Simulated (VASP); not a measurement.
Wanted: the native input for a VASP 6.6.1 run.

```
Task                   : single point
Functional             : RPBE
Potentials or basis    : VASP PAW PBE potentials, release 64 (Hf_pv, O)
Cutoff                 : 520 eV
k mesh                 : 9 × 9 × 9
Occupations            : fermi-dirac, width 0.05 eV
Spin                   : no spin polarisation
Dipole correction      : no
Further INCAR settings : ALGO = Normal; EDIFF = 1e-06; NBANDS = 18
```

The structure of HfO2 lies in POSCAR:

```
HfO2
1.0
    0.0000000000      2.5911551753      2.5911551753
    2.5911551753      0.0000000000      2.5911551753
    2.5911551753      2.5911551753      0.0000000000
Hf O
1 2
Direct
    0.0000000000      0.0000000000      0.0000000000
    0.7500000000      0.7500000000      0.7500000000
    0.2500000000      0.2500000000      0.2500000000
```

One way to write it, as run:

INCAR

```
SYSTEM = HfO2
PREC = Accurate
ENCUT = 520
EDIFF = 1E-6
ISMEAR = -1
SIGMA = 0.05
LREAL = .False.
LASPH = .True.
NELM = 100
ALGO = Normal
ISIF = 2
LWAVE = .False.
LCHARG = .False.
GGA = RP
NBANDS = 18
```

KPOINTS

```
regular mesh
0
Gamma
  9 9 9
  0 0 0
```

Potentials or basis: VASP PAW PBE potentials, release 64 (Hf_pv, O).

The run is started by

```sh
$ cat potpaw_PBE.64/Hf_pv/POTCAR potpaw_PBE.64/O/POTCAR > POTCAR
$ mpirun -np 1 vasp_std > vasp.out
```

It gave:

| Quantity | Value |
| --- | --- |
| Pressure | -9.5 GPa |
| Band gap on the k mesh | 3.83 eV, indirect (least direct gap 3.93 eV) |

Caveat: the PAW data sets were made with another functional, which shifts forces and pressure a little; spin-orbit coupling is left out, which moves the levels of the heavy elements.

It took 21 s on 1 thread of Intel Xeon 6975P-C, on a shared host, peak memory 0.17 GiB.
